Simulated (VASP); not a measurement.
W, 2 atoms in the cell. The structure is hexagonal, space group P6_3/mmc (No. 194). The conventional cell has a = 2.747 Å, b = 2.747 Å, c = 4.900 Å, α = 90.00°, β = 90.00°, γ = 120.00°. Within 3.6 Å of W (site symmetry -6m2) lie 12 W at 2.75 to 2.92 Å.  This cell differs from its parent crystal: volume scaled by 0.96.

```yaml
Program: VASP 6.6.1
Task: single point
Functional: revPBE
Potentials_or_basis: VASP PAW PBE potentials, release 64 (W_sv)
Cutoff: 520 eV
k_mesh: 15 × 15 × 7
Occupations: fermi-dirac, width 0.1 eV
Spin: no spin polarisation
Dipole_correction: no
Further_INCAR_settings: ALGO = Normal; EDIFF = 1e-07; NBANDS = 21
```

Potentials or basis: VASP PAW PBE potentials, release 64 (W_sv).

Command:

```bash
$ cat potpaw_PBE.64/W_sv/POTCAR > POTCAR
$ mpirun -np 1 vasp_std > vasp.out
```

Hardware: 1 thread of Intel(R) Xeon(R) Platinum 8259CL CPU @ 2.50GHz (Skylake/Cascade Lake) (shared host).

Problem. How long does it take, and how much memory?

Solution. It took 43 s on 1 thread of Intel(R) Xeon(R) Platinum 8259CL CPU @ 2.50GHz (Skylake/Cascade Lake), on a shared host, peak memory 0.18 GiB. Counts: scf iterations 13, k points 108.
